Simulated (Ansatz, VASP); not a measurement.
# MoS2 in VASP and in Ansatz

```
S Mo
1.0
     3.18392    0.00000    0.00000
    -1.59196    2.75735    0.00000
     0.00000    0.00000   44.35287
S Mo
4 2
Direct
  0.33333 0.66667 0.39178
  0.33333 0.66667 0.46179
  0.66667 0.33333 0.53821
  0.66667 0.33333 0.60822
  0.66667 0.33333 0.42677
  0.33333 0.66667 0.57323
```

Alike in both runs: functional r2SCAN; k mesh 12 × 12 × 1; occupations gaussian, width 0.02 eV; no spin polarisation.

Ansatz relaxed the structure, and its values are those at the end. VASP's run is a single point on that final structure, the one shown.

```csv
,VASP,Ansatz
version,VASP 6.6.1,Ansatz 0.2.0
potentials or method,"VASP PAW PBE potentials, release 64 (S, Mo_sv), cutoff 520 eV","scalar-relativistic, plane waves, PAW"
valence electrons in the cell,52,52
```

|  | VASP | Ansatz | Ansatz less VASP |
| --- | --- | --- | --- |
| gap on the k mesh at the Fermi level (eV) | 1.38 | 1.36 | -0.017 |
| least direct gap on the mesh (eV) | 1.75 | 1.75 | -0.008 |

VASP's potentials were made for PBE, not for r2SCAN. With one functional, cell and mesh, what is left measures potentials, basis and numerics. Ansatz's warnings: xc potential rough in thin density.
